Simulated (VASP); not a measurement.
# BN in VASP: a series of runs, part 2 of 2

VASP 6.6.1. Earlier steps stand in the parts before.

### Step 3. Single point, r2SCAN (shear xy strain +2.6%)

Input file POSCAR:

```
BN
1.0
    0.0236432017      1.8048245542      1.8048245542
    1.8048245542      0.0236432017      1.8048245542
    1.8284677559      1.8284677559      0.0000000000
B N
1 1
Direct
    0.0001192129      0.0001192129     -0.0001192129
    0.2498807871      0.2498807871      0.2501192129
```

Input file INCAR.step1:

```
SYSTEM = BN
ALGO     = Normal         ! electronic algorithm
EDIFF    = 1E-4           ! SCF threshold, eV
ENCUT    = 520            ! plane-wave cutoff, eV
GGA      = PE             ! functional
ISMEAR   = 0              ! smearing method
LASPH    = .TRUE.         ! aspherical terms in the spheres
LCHARG   = .FALSE.        ! write CHGCAR
LREAL    = .FALSE.        ! projectors in reciprocal space
LWAVE    = .TRUE.         ! write WAVECAR
NBANDS   = 11             ! bands
NELM     = 80             ! most SCF steps
PREC     = Accurate       ! precision mode
SIGMA    = 0.01           ! smearing width, eV
```

Input file INCAR.step2:

```
SYSTEM = BN
ALGO     = Normal         ! electronic algorithm
EDIFF    = 1E-6           ! SCF threshold, eV
ENCUT    = 520            ! plane-wave cutoff, eV
ISIF     = 2              ! what is computed and relaxed
ISMEAR   = 0              ! smearing method
ISTART   = 1            
LASPH    = .TRUE.         ! aspherical terms in the spheres
LCHARG   = .TRUE.         ! write CHGCAR
LELF     = .TRUE.         ! ELF
LMIXTAU  = .TRUE.       
LREAL    = .FALSE.        ! projectors in reciprocal space
LVHAR    = .TRUE.       
LWAVE    = .FALSE.        ! write WAVECAR
METAGGA  = R2SCAN         ! meta-GGA
NBANDS   = 11             ! bands
NELM     = 80             ! most SCF steps
PREC     = Accurate       ! precision mode
SIGMA    = 0.01           ! smearing width, eV
```

Input file KPOINTS:

```
k-points
0
G
  12 12 12
  0 0 0
```

Potentials or basis: VASP PAW PBE potentials, release 64 (B, N).

Launch:

```sh
$ cat potpaw_PBE.64/B/POTCAR potpaw_PBE.64/N/POTCAR > POTCAR
$ cp INCAR.step1 INCAR
$ mpirun -np 1 vasp_std > vasp.out
$ cp INCAR.step2 INCAR
$ mpirun -np 1 vasp_std > vasp.out
```

OUTCAR:

```text
SYSTEM = BN
   EDIFF = 1E-6
   ENCUT = 520
   ISIF = 2
   ISMEAR = 0
   ISTART = 1
   LASPH = .TRUE.
   LREAL = .FALSE.
   METAGGA = R2SCAN
   NELM = 80
   PREC = Accurate

 ion  position               nearest neighbor table
   1  0.000  0.000  1.000-   2 1.55   2 1.55   2 1.58   2 1.58
   2  0.250  0.250  0.250-   1 1.55   1 1.55   1 1.58   1 1.58

  LATTYP: Found a body centered orthorhombic cell.
 ALAT       =     2.5189708258
 B/A-ratio  =     1.0265477759
 C/A-ratio  =     1.4329856747

  Lattice vectors:

 A1 = (   1.8048245542,   0.0236432017,  -1.8048245542)
 A2 = (  -1.8048245542,  -0.0236432017,  -1.8048245542)
 A3 = (   0.0236432017,   1.8048245542,   1.8048245542)

Analysis of symmetry for initial positions (statically):
=====================================================================
 Subroutine PRICEL returns:
 Original cell was already a primitive cell.

 Routine SETGRP: Setting up the symmetry group for a
 body centered orthorhombic supercell.

 Subroutine GETGRP returns: Found  4 space group operations
 (whereof  4 operations were pure point group operations)
 out of a pool of  8 trial point group operations.

The static configuration has the point symmetry C_2v.

Analysis of symmetry for dynamics (positions and initial velocities):
=====================================================================
 Subroutine PRICEL returns:
 Original cell was already a primitive cell.

 Routine SETGRP: Setting up the symmetry group for a
 body centered orthorhombic supercell.

 Subroutine GETGRP returns: Found  4 space group operations
 (whereof  4 operations were pure point group operations)
 out of a pool of  8 trial point group operations.

The dynamic configuration has the point symmetry C_2v.

 Subroutine INISYM returns: Found  4 space group operations
 (whereof  4 operations are pure point group operations),
 and found     1 'primitive' translations

----------------------------------------------------------------------------------------

                                     Primitive cell

  volume of cell :      11.7560

  direct lattice vectors                    reciprocal lattice vectors
     0.023643202  1.804824554  1.804824554    -0.280712573  0.280712573  0.277035238
     1.804824554  0.023643202  1.804824554     0.280712573 -0.280712573  0.277035238
     1.828467756  1.828467756  0.000000000     0.273453004  0.273453004 -0.277035238

  length of vectors
     2.552516865  2.552516865  2.585843899     0.484094640  0.484094640  0.475711692

  position of ions in fractional coordinates (direct lattice)
     0.000119213  0.000119213  0.999880787
     0.249880787  0.249880787  0.250119213

  ion indices of the primitive-cell ions
   primitive index   ion index
                 1           1
                 2           2

----------------------------------------------------------------------------------------

 KPOINTS: k-points

Automatic generation of k-mesh.
 Grid dimensions read from file:
 generate k-points for:   12   12   12

 Generating k-lattice:

  Cartesian coordinates                     Fractional coordinates (reciprocal lattice)
    -0.023392714  0.023392714  0.023086270     0.083333333  0.000000000  0.000000000
[... 40 lines left out ...]
 [... further k-points ...]
   k-points           NKPTS =    280   k-points in BZ     NKDIM =    280   number of bands    NBANDS=     11
   number of dos      NEDOS =    301   number of ions     NIONS =      2
   total plane-waves  NPLWV =   8000
   dimension x,y,z NGX =    20 NGY =   20 NGZ =   20
   dimension x,y,z NGXF=    40 NGYF=   40 NGZF=   40
   ions per type =               1   1
   NGX,Y,Z   is equivalent  to a cutoff of  13.03, 13.03, 12.86 a.u.
   NGXF,Y,Z  is equivalent  to a cutoff of  26.05, 26.05, 25.72 a.u.
 SYSTEM =  BN
   PREC   = accura    normal or accurate (medium, high low for compatibility)
   ISTART =      1    job   : 0-new  1-cont  2-samecut
   ICHARG =      0    charge: 1-file 2-atom 10-const
   ISPIN  =      1    spin polarized calculation?
   LNONCOLLINEAR =      F non collinear calculations
   LSORBIT =      F    spin-orbit coupling
   LASPH  =      T    aspherical Exc in radial PAW
   ENCUT  =  520.0 eV  38.22 Ry    6.18 a.u.   4.75  4.75  4.81*2*pi/ulx,y,z
   NELM   =     80;   NELMIN=  2; NELMDL=  0     # of ELM steps
   EDIFF  = 0.1E-05   stopping-criterion for ELM
   LREAL  =      F    real-space projection
   EDIFFG = 0.1E-04   stopping-criterion for IOM
   NSW    =      0    number of steps for IOM
   IBRION =     -1    ionic relax: 0-MD 1-quasi-New 2-CG
   NFREE  =      0    steps in history (QN), initial steepest desc. (CG)
   ISIF   =      2    stress and relaxation
   ISYM   =      2    0-nonsym 1-usesym 2-fastsym
   POTIM  = 0.5000    time-step for ionic-motion
   TEBEG  =    0.0;   TEEND  =   0.0 temperature during run
   PSTRESS=    0.0 pullay stress
   NELECT =       8.0000    total number of electrons
   NUPDOWN=      -1.0000    fix difference up-down
   EMIN   =  10.00;   EMAX   =-10.00  energy-range for DOS
   EFERMI =   0.00;   METHOD = LEGACY
   ISMEAR =     0;   SIGMA  =   0.01  broadening in eV -4-tet -1-fermi 0-gaus
   EFERMI_NEDOS =   21; number of points for ismear=-14 and -15
   IALGO  =     38    algorithm
   IMIX   =      4    mixing-type and parameters
     AMIX     =   0.40;   BMIX     =  1.00
     AMIX_MAG =   1.60;   BMIX_MAG =  1.00
  volume/ion in A,a.u.               =       5.88        39.67
  Fermi-wavevector in a.u.,A,eV,Ry     =   1.439963  2.721136 28.211593  2.073494
  Thomas-Fermi vector in A             =   2.558760
   LORBIT       =      0    0 simple, 1 ext, 2 COOP (PROOUT), +10 PAW based schemes
   METAGGA = R2SCAN    functional components
   LHFCALC =     F    Hartree Fock is set to
   AEXX    =    0.0000 exact exchange contribution
   IVDW    =     0    specifies the selected vdW correction
   LEPSILON=     F    determine dielectric tensor
   LRPA    =     F    only Hartree local field effects (RPA)
 non-spin polarized calculation
 Gauss-broadening in eV      SIGMA  =   0.01
  energy-cutoff  :      520.00
  volume of cell :       11.76
 maximum number of plane-waves:       331
   NGX =  9   NGY =  9   NGZ =  9

 number of electron       7.9999999 magnetization

 Free energy of the ion-electron system (eV)
  ---------------------------------------------------
  ext. energy  EPLUGINS =         0.00000000
  ---------------------------------------------------
  free energy    TOTEN  =       -19.15971194 eV

  energy without entropy =      -19.15971194  energy(sigma->0) =      -19.15971194

 E-fermi :   7.5532     XC(G=0): -13.6705

 val. band max:        7.3630833375   @ k =   0.0000   0.0000   0.0000
 cond. band min:      12.2363304860   @ k =   0.5000   0.5000   0.0000
 fundamental gap:      4.8732471485
 Fermi energy:         7.5532007624

 k-point     1 :       0.0000    0.0000    0.0000
  band No.  band energies     occupation
      1     -14.0472      2.00000
      2       7.2408      2.00000
      3       7.2909      2.00000
      4       7.3631      2.00000
      5      16.5008      0.00000
      6      16.6750      0.00000
      7      17.2057      0.00000
      8      18.6240      0.00000
      9      33.5213      0.00000
     10      36.0981      0.00000
     11      36.1203      0.00000
[... 309 lines left out ...]
 k-point    24 :      -0.4167    0.1667    0.0000
  band No.  band energies     occupation
      1      -9.2284      2.00000
      2      -3.0882      2.00000
      3       2.9297      2.00000
      4       4.5015      2.00000
      5      17.0545      0.00000
      6      20.2165      0.00000
      7      20.2634      0.00000
      8      24.3866      0.00000
      9      29.9235      0.00000
     10      33.5850      0.00000
     11      35.7830      0.00000

 [... further k-points ...]

------------------------ aborting loop because EDIFF is reached ----------------------------------------

  FORCE on cell =-STRESS in cart. coord.  units (eV):
  Direction    XX          YY          ZZ          XY          YZ          ZX
  --------------------------------------------------------------------------------------
  -------------------------------------------------------------------------------------
  Total        0.1159339      0.1159339      0.0889900     -0.9048374      0.0000000      0.0000000
  in kB       15.8001300     15.8001300     12.1280609   -123.3163529      0.0000000      0.0000000
  external PRESSURE =      14.5761070 kB  Pullay stress =       0.0000000 kB

 VOLUME and BASIS-vectors are now :
 -----------------------------------------------------------------------------
  energy-cutoff  :      520.00
  volume of cell :       11.76
      direct lattice vectors                 reciprocal lattice vectors
     0.023643202  1.804824554  1.804824554    -0.280712573  0.280712573  0.277035238
     1.804824554  0.023643202  1.804824554     0.280712573 -0.280712573  0.277035238
     1.828467756  1.828467756  0.000000000     0.273453004  0.273453004 -0.277035238

 POSITION                                       TOTAL-FORCE (eV/Angst)
 -----------------------------------------------------------------------------------
      1.82847      1.82847      0.00043         0.000000      0.000000      0.005944
      0.91423      0.91423      0.90198        -0.000000     -0.000000     -0.005944
 -----------------------------------------------------------------------------------
    total drift:                                0.000000      0.000000      0.000012

  FREE ENERGIE OF THE ION-ELECTRON SYSTEM (eV)
  ---------------------------------------------------
  free  energy   TOTEN  =       -19.1597119356 eV

  energy  without entropy=      -19.1597119356  energy(sigma->0) =      -19.15971194
```

It took 1.8 min on 1 thread of AMD EPYC 7R13 (Zen 3), shared host; peak memory 0.12 GiB.

What came out:

| Item | Value |
| --- | --- |
| Free energy | -19.1597 eV |
| Pressure | 1.5 GPa |
| Largest force | 0.006 eV/Å |
| Band gap on the k mesh | 4.87 eV (least direct gap 9.14 eV) |

Forces on the atoms (eV/Å):
```
B    0.000  0.000  0.006
N    0.000  0.000 -0.006
```

Caveat: the cell differs from its parent crystal (shear xy strain +2.6%); the PAW data sets were made with another functional, which shifts forces and pressure a little.

### Step 4. Single point, HSE06 (strain +1.0%)

Input file POSCAR:

```
BN
1.0
    0.0000000000      1.8232337647      1.8232337647
    1.8232337647      0.0000000000      1.8232337647
    1.8232337647      1.8232337647      0.0000000000
B N
1 1
Direct
    0.0000000000      0.0000000000      0.0000000000
    0.2500000000      0.2500000000      0.2500000000
```

Input file INCAR.step1:

```
SYSTEM = BN
ALGO = Normal ; EDIFF = 1E-5
ENCUT = 520 ; GGA = PE
ISIF = 2 ; ISMEAR = 0
LASPH = .True. ; LREAL = .False.
LWAVE = .True. ; NBANDS = 11
NELM = 100 ; PREC = Accurate
SIGMA = 0.01
```

Input file INCAR.step2:

```
SYSTEM = BN
ALGO = Normal ; EDIFF = 1E-7
ENCUT = 520 ; GGA = PE
HFSCREEN = 0.2079 ; ISIF = 2
ISMEAR = 0 ; ISTART = 1
LASPH = .True. ; LCHARG = .True.
LELF = .True. ; LHFCALC = .True.
LREAL = .False. ; LVHAR = .True.
LWAVE = .False. ; NBANDS = 11
NELM = 100 ; PREC = Accurate
PRECFOCK = Normal ; SIGMA = 0.01
```

Input file KPOINTS:

```
k-points
0
Gamma
  8 8 8
  0 0 0
```

Launch:

```sh
$ cat potpaw_PBE.64/B/POTCAR potpaw_PBE.64/N/POTCAR > POTCAR
$ cp INCAR.step1 INCAR
$ mpirun -np 1 vasp_std > vasp.out
$ cp INCAR.step2 INCAR
$ mpirun -np 1 vasp_std > vasp.out
```

Run time: 14 min. Hardware: 1 thread of AMD EPYC 7R13 (Zen 3), shared host; peak memory 0.2 GiB.

Results (log left out):

```yaml
Free_energy: -20.3061 eV
Pressure: -15.2 GPa
Band_gap_on_the_k_mesh: 5.74 eV (least direct gap 10.42 eV)
```

Levels at points of the mesh, in eV from the valence-band top:
```tsv
k point	band 2	band 3	band 4	band 5	band 6	band 7
(0.00, 0.00, 0.00)	0.00	0.00	0.00	10.42	10.42	10.42
(0.50, 0.00, 0.00)	-11.38	-2.05	-2.05	11.49	12.36	12.36
(0.50, 0.50, 0.00)	-9.59	-5.18	-5.18	5.74	10.58	20.04
```

Caveat: the cell differs from its parent crystal (strain +1.0%); the cell stands under tension; the PAW data sets were made with another functional, which shifts forces and pressure a little. A k mesh can miss the band edges.

### Step 5. Single point, HSE06 (shear xy strain +2.6%)

Input file POSCAR:

```
BN
1.0
    0.0236432017      1.8048245542      1.8048245542
    1.8048245542      0.0236432017      1.8048245542
    1.8284677559      1.8284677559      0.0000000000
B N
1 1
Direct
    0.0001192129      0.0001192129     -0.0001192129
    0.2498807871      0.2498807871      0.2501192129
```

Input file INCAR.step1:

```
ALGO = Normal
EDIFF = 1E-5
ENCUT = 520
GGA = PE
ISIF = 2
ISMEAR = 0
LASPH = T
LCHARG = F
LREAL = F
LWAVE = T
NBANDS = 11
NELM = 100
PREC = Accurate
SIGMA = 0.01
```

Input file INCAR.step2:

```
ALGO = Normal
EDIFF = 1E-6
ENCUT = 520
GGA = PE
HFSCREEN = 0.2079
ISIF = 2
ISMEAR = 0
ISTART = 1
LASPH = T
LCHARG = F
LHFCALC = T
LREAL = F
LWAVE = F
NBANDS = 11
NELM = 100
PREC = Accurate
PRECFOCK = Normal
SIGMA = 0.01
```

Input file KPOINTS:

```
k-points
0
Gamma
  8 8 8
```

Launch:

```sh
$ cat potpaw_PBE.64/B/POTCAR potpaw_PBE.64/N/POTCAR > POTCAR
$ cp INCAR.step1 INCAR
$ mpirun -np 1 vasp_std > vasp.out
$ cp INCAR.step2 INCAR
$ mpirun -np 1 vasp_std > vasp.out
```

Wall time 85 min (1 thread of AMD EPYC 7R43 (Zen 3), shared host); peak memory 0.2 GiB.

It converged, with:

```
Free energy            : -20.3155 eV
Pressure               : -3.6 GPa
Largest force          : 0.025 eV/Å
Band gap on the k mesh : 5.68 eV (least direct gap 10.16 eV)
```

Forces on the atoms (eV/Å):
```
B    0.000  0.000  0.025
N    0.000  0.000 -0.025
```

Stress tensor (GPa, compression positive):
```
 -3.51 -12.40   0.00
-12.40  -3.51   0.00
  0.00   0.00  -3.85
```

Levels at points of the mesh, in eV from the valence-band top:
```csv
k point,band 2,band 3,band 4,band 5,band 6,band 7
"(0.00, 0.00, 0.00)",-0.10,-0.06,0.00,10.16,10.35,10.90
"(0.50, 0.00, 0.00)",-11.70,-2.29,-2.24,11.55,12.19,12.62
"(0.50, 0.50, 0.00)",-9.85,-5.64,-5.13,5.68,10.77,20.46
"(0.00, 0.00, 0.50)",-11.76,-2.07,-2.04,11.96,12.54,12.79
"(0.50, 0.00, 0.50)",-9.85,-5.39,-5.38,5.73,10.71,20.39
```

Caveat: the cell differs from its parent crystal (shear xy strain +2.6%); the cell stands under tension; the PAW data sets were made with another functional, which shifts forces and pressure a little.

### Step 6. The runs side by side

| level | cell | k mesh | smearing | grid for exact exchange (PRECFOCK) | share of exact exchange | screening parameter | gap on the mesh (eV) | pressure (GPa) | largest force (eV/Å) |
| --- | --- | --- | --- | --- | --- | --- | --- | --- | --- |
| PBE | a = 2.553, b = 2.553, c = 2.586 Å, angles 59.6, 59.6, 59.1°, 2 atoms | 12 × 12 × 12 | fermi-dirac 0.02 eV | - | - | - | 4.36 | 5.3 | 0.03 |
| r2SCAN | a = 2.553, b = 2.553, c = 2.586 Å, angles 59.6, 59.6, 59.1°, 2 atoms | 12 × 12 × 12 | gaussian 0.01 eV | - | - | - | 4.87 | 1.5 | 0.01 |
| HSE06 | a = 2.578 Å, angles 60.0°, 2 atoms | 8 × 8 × 8 | gaussian 0.01 eV | Normal | 0.25 | 0.2079 1/Å | 5.74 | -15.2 | - |
| HSE06 | a = 2.553, b = 2.553, c = 2.586 Å, angles 59.6, 59.6, 59.1°, 2 atoms | 8 × 8 × 8 | gaussian 0.01 eV | Normal | 0.25 | 0.2079 1/Å | 5.68 | -3.6 | 0.02 |

Alike in all rows: task single point; potentials or basis VASP PAW PBE potentials, release 64 (B, N); no spin polarisation; cutoff (eV) 520.

Caveats: the PAW data sets were made with another functional, which shifts forces and pressure a little (at least some runs); the cell stands under tension (at least some runs); the cell stands under pressure (at least some runs).

Absolute energies hang on the potentials; compare differences alone.
